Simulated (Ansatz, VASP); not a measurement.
## One calculation of FePt, two programs

```
CELL_PARAMETERS angstrom
3.06482 0.00000 0.00000
0.00000 3.06482 0.00000
0.00000 0.00000 3.06482
ATOMIC_POSITIONS crystal
Fe 0.00000 0.00000 0.00000
Pt 0.50000 0.50000 0.50000
```

Alike in both runs: functional PBE; k mesh 6 × 6 × 6; occupations gaussian, width 0.1 eV; collinear spin.

Ansatz relaxed the structure, and its values are those at the end. VASP's run is a single point on that final structure, the one shown.

|  | VASP | Ansatz |
| --- | --- | --- |
| version | VASP 6.6.1 | Ansatz 0.2.0 |
| potentials or method | VASP PAW PBE potentials, release 64 (Fe, Pt), cutoff 520 eV | scalar-relativistic, plane waves, PAW |
| valence electrons in the cell | 18 | 34 |

|  | VASP | Ansatz | Ansatz less VASP |
| --- | --- | --- | --- |
| gap on the k mesh at the Fermi level (eV) | none | none | - |
| pressure (GPa) | -1.0 | -0.4 | +0.61 |
| net moment per atom (μB) | 1.76 | 1.78 | +0.018 |
| size of the moment on the site where the two differ most (μB) | 0.34 | 0.39 | +0.051 |

Site moments also hang on the region over which each program counts them. A gap of «none» marks a metal or a gap that the smearing closes. With one functional, cell and mesh, what is left measures potentials, basis and numerics. VASP's potentials hold 18 valence electrons a cell and Ansatz's 34, so a difference there can come from the potentials and not from the codes.

Neither program's run includes spin-orbit coupling.
